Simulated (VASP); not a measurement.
Wanted: the native input for a VASP 6.6.1 run.

* Task: relaxation of the atoms
* Functional: PBE
* Potentials or basis: VASP PAW PBE potentials, release 64 (Li_sv, Nb_sv, O, Sr_sv)
* Cutoff: 520 eV
* k mesh: 1 × 1 × 1, shifted
* Occupations: gaussian, width 0.01 eV
* Spin: collinear spin
* Fixed moment: 1 μB
* Dipole correction: no
* Further INCAR settings: LREAL = Auto; ALGO = Normal; EDIFF = 1e-06; IBRION = 2; EDIFFG = -0.03; NSW = 100

The structure of SrLi8Nb7O23 (a cell with a defect) lies in POSCAR:

```
SrLi8Nb7O23
1.0
    2.5949501400      1.4981951600      4.6722232500
   -5.1899002700      2.9963903200      9.3444465000
    0.0000000000     -5.9927806400      9.3444465000
Li Nb O Sr
8 7 23 1
Direct
    0.7183582900      0.3591791400      0.3591791400
    0.2183582900      0.1091791400      0.1091791400
    0.7183582900      0.3591791400      0.8591791400
    0.2183582900      0.1091791400      0.6091791400
    0.7183582900      0.8591791400      0.3591791400
    0.2183582900      0.6091791400      0.1091791400
    0.7183582900      0.8591791400      0.8591791400
    0.2183582900      0.6091791400      0.6091791400
    0.9994820100      0.4997410100      0.4997410100
    0.4994820100      0.2497410100      0.2497410100
    0.9994820100      0.4997410100      0.9997410100
    0.9994820100      0.9997410100      0.4997410100
    0.4994820100      0.7497410100      0.2497410100
    0.9994820100      0.9997410100      0.9997410100
    0.4994820100      0.7497410100      0.7497410100
    0.2789058900      0.3209637500      0.4447556600
    0.6419275000      0.4447556600      0.1394529400
    0.8895113200      0.1394529400      0.3209637500
    0.3895113200      0.0709637500      0.3894529400
    0.7789058900      0.1947556600      0.0709637500
    0.1419275000      0.3894529400      0.1947556600
    0.2789058900      0.3209637500      0.9447556600
    0.6419275000      0.4447556600      0.6394529400
    0.8895113200      0.1394529400      0.8209637500
    0.7789058900      0.1947556600      0.5709637500
    0.1419275000      0.3894529400      0.6947556600
    0.2789058900      0.8209637500      0.4447556600
    0.6419275000      0.9447556600      0.1394529400
    0.8895113200      0.6394529400      0.3209637500
    0.3895113200      0.5709637500      0.3894529400
    0.7789058900      0.6947556600      0.0709637500
    0.1419275000      0.8894529400      0.1947556600
    0.2789058900      0.8209637500      0.9447556600
    0.6419275000      0.9447556600      0.6394529400
    0.8895113200      0.6394529400      0.8209637500
    0.3895113200      0.5709637500      0.8894529400
    0.7789058900      0.6947556600      0.5709637500
    0.1419275000      0.8894529400      0.6947556600
    0.4994820100      0.2497410100      0.7497410100
```

The input as run:

INCAR

```
SYSTEM = SrLi8Nb7O23
PREC = Accurate
ENCUT = 520
EDIFF = 1E-6
ISMEAR = 0
SIGMA = 0.01
LREAL = Auto
LASPH = .True.
NELM = 150
ALGO = Normal
ISIF = 2
LWAVE = .False.
LCHARG = .False.
ISPIN = 2
MAGMOM = 0 0 0 0 0 0 0 0 -0.01 0 0 0 0 0 0 0.02 0 0 0 0.01 0 0 0 0.07 0.01 0.56 0 0 0 0 0 0 0.01 0.01 0 0 0.27 0.02 0
LORBIT = 11
NUPDOWN = 1.0
LMAXMIX = 4
GGA = PE
IBRION = 2
NSW = 100
EDIFFG = -0.03
LUSENCCL = .False.
```

KPOINTS

```
Automatic mesh
0
Gamma
  1 1 1
  0.25 0.25 0.25
```

Potentials or basis: VASP PAW PBE potentials, release 64 (Li_sv, Nb_sv, O, Sr_sv).

Run with:

```sh
$ cat potpaw_PBE.64/Li_sv/POTCAR potpaw_PBE.64/Nb_sv/POTCAR potpaw_PBE.64/O/POTCAR potpaw_PBE.64/Sr_sv/POTCAR > POTCAR
$ mpirun -np 1 vasp_std > vasp.out
```

Results of the run:

- Energy gained by relaxing: 156.3 meV/atom
- Ionic steps: 52
- Largest force after relaxing: 0.023 eV/Å
- Net moment: 1.00 μB per cell
- Site moments: Li -0.00, +0.00 (each value once); Nb -0.02, -0.00, +0.00, -0.01 (each value once); O +0.02, +0.00, +0.01, +0.05, +0.48, -0.00, +0.25 (each value once); Sr +0.01 μB
- Valence electrons inside the program's atomic spheres: Li 2.06, 2.08, 2.07 (each value once); Nb 10.53, 10.43, 10.48, 10.47, 10.45, 10.61, 10.42; O 5.06, 5.07, 5.10, 5.05, 5.02, 5.08, 4.95, 5.01 (each value once); Sr 8.07

Caveat: the k points lie up to 1.14 Å⁻¹ apart, too coarse for converged energies, forces and pressures; the total moment is fixed, so each spin has its own Fermi level and the state may be an excited one.

Run time: 57 min on 1 × NVIDIA H100 80GB with 1 thread of AMD EPYC 7R13 Processor (Zen 3), with other jobs on the host, peak memory 1.7 GiB.
